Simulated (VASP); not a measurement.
# BaTiO3 (P4mm) in VASP: a series of runs

Runs on BaTiO3. Level: r2SCAN. Tasks: single point.

All numbers are computed with VASP 6.6.1; they aren't measurements. Logs are shortened: lines on timing, memory, paths and dates and some standing lists are left out, and cuts for length are marked.

## Step 1: The cell of the first run

Symmetry: P4mm, No. 99, tetragonal system. Conventional cell: a = 3.913 Å, b = 3.913 Å, c = 4.148 Å, α = 90.00°, β = 90.00°, γ = 90.00°. Ba (site symmetry 4mm) has 12 O at 2.77 to 2.92 Å and 8 Ti at 3.41 to 3.50 Å within 3.7 Å. Ti (site symmetry 4mm) has 6 O at 1.84 to 2.31 Å within 2.4 Å. O (site symmetry 2mm) has 2 Ti at 1.96 Å within 2.6 Å. O (site symmetry 4mm) has 2 Ti at 1.84 to 2.31 Å within 2.4 Å.

## Step 2: Single point, r2SCAN (biaxial strain in the a-b plane: -1.5 %)

The input, POSCAR:

```
BaTiO3
1.0
    3.9131606342      0.0000000000      0.0000000000
    0.0000000000      3.9131606342      0.0000000000
    0.0000000000      0.0000000000      4.1484132417
Ba Ti O
1 1 3
Direct
    0.5000000000      0.5000000000      0.5849746091
    0.0000000000      0.0000000000      0.1030751120
    0.0000000000      0.5000000000      0.0629584848
    0.5000000000      0.0000000000      0.0629584848
    0.0000000000      0.0000000000      0.5460302993
```

The input, INCAR.step1:

```
  ALGO = Normal
  EDIFF = 1E-4
  ENCUT = 520
  GGA = PE
  ISMEAR = 0
  LASPH = True
  LCHARG = False
  LREAL = False
  LWAVE = True
  NBANDS = 28
  NELM = 80
  PREC = Accurate
  SIGMA = 0.02
```

The input, INCAR.step2:

```
  ALGO = Normal
  EDIFF = 1E-6
  ENCUT = 520
  ISIF = 2
  ISMEAR = 0
  ISTART = 1
  LASPH = True
  LCHARG = True
  LELF = True
  LMIXTAU = True
  LREAL = False
  LVHAR = True
  LWAVE = False
  METAGGA = R2SCAN
  NBANDS = 28
  NELM = 80
  PREC = Accurate
  SIGMA = 0.02
```

The input, KPOINTS:

```
k-points
0
Gamma
  8 8 8
```

Potentials or basis: VASP PAW PBE potentials, release 64 (Ba_sv, Ti_sv, O).

Run with:

```console
$ cat potpaw_PBE.64/Ba_sv/POTCAR potpaw_PBE.64/Ti_sv/POTCAR potpaw_PBE.64/O/POTCAR > POTCAR
$ cp INCAR.step1 INCAR
$ mpirun -np 1 vasp_std > vasp.out
$ cp INCAR.step2 INCAR
$ mpirun -np 1 vasp_std > vasp.out
```

OUTCAR:

```text
EDIFF = 1E-6
   ENCUT = 520
   ISIF = 2
   ISMEAR = 0
   ISTART = 1
   LASPH = True
   LREAL = False
   METAGGA = R2SCAN
   NELM = 80
   PREC = Accurate

 ion  position               nearest neighbor table
   1  0.500  0.500  0.585-   5 2.77   5 2.77   5 2.77   5 2.77   4 2.79   3 2.79   3 2.79   4 2.79
                             3 2.92   4 2.92   3 2.92   4 2.92   2 3.41   2 3.41   2 3.41   2 3.41
   2  0.000  0.000  0.103-   5 1.84   4 1.96   3 1.96   3 1.96   4 1.96   5 2.31   1 3.41   1 3.41
                             1 3.41   1 3.41   1 3.50   1 3.50   1 3.50   1 3.50
   3  0.000  0.500  0.063-   2 1.96   2 1.96   1 2.79   1 2.79   1 2.92   1 2.92
   4  0.500  0.000  0.063-   2 1.96   2 1.96   1 2.79   1 2.79   1 2.92   1 2.92
   5  0.000  0.000  0.546-   2 1.84   2 2.31   1 2.77   1 2.77   1 2.77   1 2.77

  LATTYP: Found a simple tetragonal cell.
 ALAT       =     3.9131606342
 C/A-ratio  =     1.0601183109

  Lattice vectors:

 A1 = (   3.9131606342,   0.0000000000,   0.0000000000)
 A2 = (   0.0000000000,   3.9131606342,   0.0000000000)
 A3 = (   0.0000000000,   0.0000000000,   4.1484132417)

Analysis of symmetry for initial positions (statically):
=====================================================================
 Subroutine PRICEL returns:
 Original cell was already a primitive cell.

 Routine SETGRP: Setting up the symmetry group for a
 simple tetragonal supercell.

 Subroutine GETGRP returns: Found  8 space group operations
 (whereof  8 operations were pure point group operations)
 out of a pool of 16 trial point group operations.

The static configuration has the point symmetry C_4v.

Analysis of symmetry for dynamics (positions and initial velocities):
=====================================================================
 Subroutine PRICEL returns:
 Original cell was already a primitive cell.

 Routine SETGRP: Setting up the symmetry group for a
 simple tetragonal supercell.

 Subroutine GETGRP returns: Found  8 space group operations
 (whereof  8 operations were pure point group operations)
 out of a pool of 16 trial point group operations.

The dynamic configuration has the point symmetry C_4v.

 Subroutine INISYM returns: Found  8 space group operations
 (whereof  8 operations are pure point group operations),
 and found     1 'primitive' translations

----------------------------------------------------------------------------------------

                                     Primitive cell

  volume of cell :      63.5239

  direct lattice vectors                    reciprocal lattice vectors
     3.913160634  0.000000000  0.000000000     0.255547904  0.000000000  0.000000000
     0.000000000  3.913160634  0.000000000     0.000000000  0.255547904  0.000000000
     0.000000000  0.000000000  4.148413242     0.000000000  0.000000000  0.241056024

  length of vectors
     3.913160634  3.913160634  4.148413242     0.255547904  0.255547904  0.241056024

  position of ions in fractional coordinates (direct lattice)
     0.500000000  0.500000000  0.584974609
     0.000000000  0.000000000  0.103075112
     0.000000000  0.500000000  0.062958485
     0.500000000  0.000000000  0.062958485
     0.000000000  0.000000000  0.546030299

  ion indices of the primitive-cell ions
   primitive index   ion index
                 1           1
                 2           2
                 3           3
                 4           4
                 5           5

----------------------------------------------------------------------------------------

 KPOINTS: k-points

Automatic generation of k-mesh.
 Grid dimensions read from file:
 generate k-points for:    8    8    8

 Generating k-lattice:

  Cartesian coordinates                     Fractional coordinates (reciprocal lattice)
     0.031943488  0.000000000  0.000000000     0.125000000  0.000000000  0.000000000
     0.000000000  0.031943488  0.000000000     0.000000000  0.125000000  0.000000000
     0.000000000  0.000000000  0.030132003     0.000000000  0.000000000  0.125000000

  Length of vectors
     0.031943488  0.031943488  0.030132003

  Shift w.r.t. Gamma in fractional coordinates (k-lattice)
     0.000000000  0.000000000  0.000000000

 Subroutine IBZKPT returns following result:
 ===========================================

 Found     75 irreducible k-points:

 Following reciprocal coordinates:
            Coordinates               Weight
  0.000000  0.000000  0.000000      1.000000
  0.125000  0.000000  0.000000      4.000000
  0.250000  0.000000  0.000000      4.000000
  0.375000  0.000000  0.000000      4.000000
  0.500000  0.000000  0.000000      2.000000
  0.125000  0.125000  0.000000      4.000000
[... 16 lines left out ...]
  0.375000  0.125000  0.125000     16.000000
  0.500000  0.125000  0.125000      8.000000
 [... further k-points ...]
   k-points           NKPTS =     75   k-points in BZ     NKDIM =     75   number of bands    NBANDS=     28
   number of dos      NEDOS =    301   number of ions     NIONS =      5
   total plane-waves  NPLWV =  28800
   dimension x,y,z NGX =    30 NGY =   30 NGZ =   32
   dimension x,y,z NGXF=    60 NGYF=   60 NGZF=   64
   ions per type =               1   1   3
   NGX,Y,Z   is equivalent  to a cutoff of  12.75, 12.75, 12.82 a.u.
   NGXF,Y,Z  is equivalent  to a cutoff of  25.49, 25.49, 25.65 a.u.
 SYSTEM =  unknown system
   PREC   = accura    normal or accurate (medium, high low for compatibility)
   ISTART =      1    job   : 0-new  1-cont  2-samecut
   ICHARG =      0    charge: 1-file 2-atom 10-const
   ISPIN  =      1    spin polarized calculation?
   LNONCOLLINEAR =      F non collinear calculations
   LSORBIT =      F    spin-orbit coupling
   LASPH  =      T    aspherical Exc in radial PAW
   ENCUT  =  520.0 eV  38.22 Ry    6.18 a.u.   7.28  7.28  7.71*2*pi/ulx,y,z
   NELM   =     80;   NELMIN=  2; NELMDL=  0     # of ELM steps
   EDIFF  = 0.1E-05   stopping-criterion for ELM
   LREAL  =      F    real-space projection
   EDIFFG = 0.1E-04   stopping-criterion for IOM
   NSW    =      0    number of steps for IOM
   IBRION =     -1    ionic relax: 0-MD 1-quasi-New 2-CG
   NFREE  =      0    steps in history (QN), initial steepest desc. (CG)
   ISIF   =      2    stress and relaxation
   ISYM   =      2    0-nonsym 1-usesym 2-fastsym
   POTIM  = 0.5000    time-step for ionic-motion
   TEBEG  =    0.0;   TEEND  =   0.0 temperature during run
   PSTRESS=    0.0 pullay stress
   NELECT =      40.0000    total number of electrons
   NUPDOWN=      -1.0000    fix difference up-down
   EMIN   =  10.00;   EMAX   =-10.00  energy-range for DOS
   EFERMI =   0.00;   METHOD = LEGACY
   ISMEAR =     0;   SIGMA  =   0.02  broadening in eV -4-tet -1-fermi 0-gaus
   EFERMI_NEDOS =   21; number of points for ismear=-14 and -15
   IALGO  =     38    algorithm
   IMIX   =      4    mixing-type and parameters
     AMIX     =   0.40;   BMIX     =  1.00
     AMIX_MAG =   1.60;   BMIX_MAG =  1.00
  volume/ion in A,a.u.               =      12.70        85.74
  Fermi-wavevector in a.u.,A,eV,Ry     =   1.403187  2.651640 26.788989  1.968935
  Thomas-Fermi vector in A             =   2.525874
   LORBIT       =      0    0 simple, 1 ext, 2 COOP (PROOUT), +10 PAW based schemes
   METAGGA = R2SCAN    functional components
   LHFCALC =     F    Hartree Fock is set to
   AEXX    =    0.0000 exact exchange contribution
   IVDW    =     0    specifies the selected vdW correction
   LEPSILON=     F    determine dielectric tensor
   LRPA    =     F    only Hartree local field effects (RPA)
 non-spin polarized calculation
 Gauss-broadening in eV      SIGMA  =   0.02
  energy-cutoff  :      520.00
  volume of cell :       63.52
 maximum number of plane-waves:      1732
 NGX is ok and might be reduce to    30
   NGX = 15   NGY = 15   NGZ = 15

 number of electron      40.0000007 magnetization

 Free energy of the ion-electron system (eV)
  ---------------------------------------------------
  ext. energy  EPLUGINS =         0.00000000
  ---------------------------------------------------
  free energy    TOTEN  =       -74.20844205 eV

  energy without entropy =      -74.20844205  energy(sigma->0) =      -74.20844205

 E-fermi :   4.0094     XC(G=0): -11.9532

 val. band max:        3.8039549473   @ k =   0.5000   0.5000   0.5000
 cond. band min:       6.0563459780   @ k =   0.0000   0.0000   0.0000
 fundamental gap:      2.2523910306
 Fermi energy:         4.0093521636

 k-point     1 :       0.0000    0.0000    0.0000
  band No.  band energies     occupation
      1     -54.9382      2.00000
      2     -30.2053      2.00000
      3     -30.1124      2.00000
      4     -30.1124      2.00000
      5     -21.9035      2.00000
      6     -14.2912      2.00000
[... 20 lines left out ...]
     27       9.5404      0.00000
     28      11.9600      0.00000

 k-point     2 :       0.1250    0.0000    0.0000
  band No.  band energies     occupation
      1     -54.9380      2.00000
      2     -30.2049      2.00000
      3     -30.1239      2.00000
      4     -30.1120      2.00000
      5     -21.8814      2.00000
      6     -14.2867      2.00000
[... 20 lines left out ...]
     27       9.8611      0.00000
     28      12.3455      0.00000

 k-point     3 :       0.2500    0.0000    0.0000
  band No.  band energies     occupation
      1     -54.9374      2.00000
      2     -30.2038      2.00000
      3     -30.1514      2.00000
      4     -30.1110      2.00000
      5     -21.8270      2.00000
      6     -14.3426      2.00000
[... 20 lines left out ...]
     27      10.6590      0.00000
     28      12.6299      0.00000

 k-point     4 :       0.3750    0.0000    0.0000
  band No.  band energies     occupation
      1     -54.9369      2.00000
      2     -30.2028      2.00000
      3     -30.1788      2.00000
      4     -30.1101      2.00000
      5     -21.7712      2.00000
      6     -14.4564      2.00000
[... 578 lines left out ...]
     27      11.0367      0.00000
     28      12.7280      0.00000

 k-point    23 :       0.3750    0.1250    0.1250
  band No.  band energies     occupation
      1     -54.9365      2.00000
      2     -30.2079      2.00000
      3     -30.1779      2.00000
      4     -30.1211      2.00000
      5     -21.7471      2.00000
      6     -14.3317      2.00000
[... 20 lines left out ...]
     27      11.9334      0.00000
     28      12.9336      0.00000

 k-point    24 :       0.5000    0.1250    0.1250
  band No.  band energies     occupation
      1     -54.9363      2.00000
      2     -30.2074      2.00000
      3     -30.1891      2.00000
      4     -30.1207      2.00000
      5     -21.7258      2.00000
      6     -14.3715      2.00000
[... 20 lines left out ...]
     27      12.3376      0.00000
     28      13.0886      0.00000

 [... further k-points ...]
[... 5 lines left out ...]
  --------------------------------------------------------------------------------------
  -------------------------------------------------------------------------------------
  Total        3.1218337      3.1218337      1.0931810      0.0000000      0.0000000      0.0000000
  in kB       78.7377467     78.7377467     27.5718123      0.0000000      0.0000000      0.0000000
  external PRESSURE =      61.6824352 kB  Pullay stress =       0.0000000 kB

 VOLUME and BASIS-vectors are now :
 -----------------------------------------------------------------------------
  energy-cutoff  :      520.00
  volume of cell :       63.52
      direct lattice vectors                 reciprocal lattice vectors
     3.913160634  0.000000000  0.000000000     0.255547904  0.000000000  0.000000000
     0.000000000  3.913160634  0.000000000     0.000000000  0.255547904  0.000000000
     0.000000000  0.000000000  4.148413242     0.000000000  0.000000000  0.241056024

 POSITION                                       TOTAL-FORCE (eV/Angst)
 -----------------------------------------------------------------------------------
      1.95658      1.95658      2.42672        -0.000000     -0.000000     -0.019131
      0.00000      0.00000      0.42760        -0.000000      0.000000      0.022951
      0.00000      1.95658      0.26118        -0.000000      0.000000     -0.018977
      1.95658      0.00000      0.26118         0.000000      0.000000     -0.018977
      0.00000      0.00000      2.26516        -0.000000      0.000000      0.034133
 -----------------------------------------------------------------------------------
    total drift:                                0.000000     -0.000000      0.007521

  FREE ENERGIE OF THE ION-ELECTRON SYSTEM (eV)
  ---------------------------------------------------
  free  energy   TOTEN  =       -74.2084420491 eV

  energy  without entropy=      -74.2084420491  energy(sigma->0) =      -74.20844205
```

It took 6.9 min on 1 thread of Intel Xeon 6975P-C, shared host; peak memory 0.27 GiB.

Results:

| Quantity | Value |
| --- | --- |
| Free energy | -74.2084 eV |
| Pressure | 6.2 GPa |
| Largest force | 0.034 eV/Å |
| Band gap on the k mesh | 2.25 eV (least direct gap 2.79 eV) |

Forces on the atoms (eV/Å):
```
Ba   0.000  0.000 -0.019
Ti   0.000  0.000  0.023
O    0.000  0.000 -0.019
O    0.000  0.000 -0.019
O    0.000  0.000  0.034
```

Caveat: the cell differs from its parent crystal (biaxial strain in the a-b plane: -1.5 %); the stress differs along the axes, from 3 to 8 GPa; the PAW data sets were made with another functional, which shifts forces and pressure a little; spin-orbit coupling is left out, which moves the levels of the heavy elements. A k mesh can miss the band edges.

## Step 3: Single point, r2SCAN (biaxial strain in the a-b plane: -1.5 %, then relaxed in part)

The input, POSCAR:

```
BaTiO3
1.0
    3.9131606342      0.0000000000      0.0000000000
    0.0000000000      3.9131606342      0.0000000000
    0.0000000000      0.0000000000      4.2159067650
Ba Ti O
1 1 3
Direct
    0.5000000000      0.5000000000      0.5905272654
    0.0000000000      0.0000000000      0.1095734609
    0.0000000000      0.5000000000      0.0603800341
    0.5000000000      0.0000000000      0.0603800341
    0.0000000000      0.0000000000      0.5391361955
```

The input, INCAR.step1:

```
ALGO = Normal ; EDIFF = 1E-4
ENCUT = 520 ; GGA = PE
ISMEAR = 0 ; LASPH = True
LCHARG = False ; LREAL = False
LWAVE = True ; NBANDS = 28
NELM = 80 ; PREC = Accurate
SIGMA = 0.02
```

The input, INCAR.step2:

```
ALGO = Normal ; EDIFF = 1E-6
ENCUT = 520 ; ISIF = 2
ISMEAR = 0 ; ISTART = 1
LASPH = True ; LCHARG = False
LMIXTAU = True ; LREAL = False
LWAVE = False ; METAGGA = R2SCAN
NBANDS = 28 ; NELM = 80
PREC = Accurate ; SIGMA = 0.02
```

KPOINTS is that of step 2.

Potentials or basis: VASP PAW PBE potentials, release 64 (Ba_sv, Ti_sv, O).

Run with:

```console
$ cat potpaw_PBE.64/Ba_sv/POTCAR potpaw_PBE.64/Ti_sv/POTCAR potpaw_PBE.64/O/POTCAR > POTCAR
$ cp INCAR.step1 INCAR
$ mpirun -np 1 vasp_std > vasp.out
$ cp INCAR.step2 INCAR
$ mpirun -np 1 vasp_std > vasp.out
```

Wall time 6 min (1 thread of Intel Xeon 6975P-C, shared host); peak memory 0.27 GiB.

It converged, with:

```yaml
Free_energy: -74.2197 eV
Pressure: 4.8 GPa
Largest_force: 0.171 eV/Å
Band_gap_on_the_k_mesh: 2.26 eV (least direct gap 2.89 eV)
```

Forces on the atoms (eV/Å):
```
Ba   0.000  0.000 -0.040
Ti   0.000  0.000 -0.171
O    0.000  0.000  0.022
O    0.000  0.000  0.022
O    0.000  0.000  0.166
```

Stress tensor (GPa, compression positive):
```
6.22 0.00 0.00
0.00 6.22 0.00
0.00 0.00 1.99
```

Levels at points of the mesh, in eV from the valence-band top:
```tsv
k point	band 16	band 17	band 18	band 19	band 20	band 21	band 22	band 23	band 24	band 25
(0.00, 0.00, 0.00)	-1.81	-1.52	-1.06	-0.63	-0.63	2.26	2.90	2.90	4.61	4.67
(0.50, 0.00, 0.00)	-2.15	-2.14	-1.84	-1.73	-1.48	2.98	4.00	4.08	4.54	6.20
(0.50, 0.50, 0.00)	-3.22	-2.16	-1.13	-1.13	-0.06	4.13	4.13	4.52	4.54	8.31
(0.00, 0.00, 0.50)	-2.17	-2.17	-2.15	-0.79	-0.79	2.37	3.87	3.87	4.60	6.44
(0.50, 0.00, 0.50)	-2.78	-1.96	-1.32	-1.21	-0.65	3.89	4.05	4.22	5.46	7.64
(0.50, 0.50, 0.50)	-2.64	-2.64	-0.57	-0.57	0.00	4.48	4.48	4.70	6.63	7.05
```

Caveat: the cell differs from its parent crystal (biaxial strain in the a-b plane: -1.5 %, then relaxed in part); the cell stands under pressure; the PAW data sets were made with another functional, which shifts forces and pressure a little; spin-orbit coupling is left out, which moves the levels of the heavy elements. A k mesh can miss the band edges.

[end of part 1 of 2]
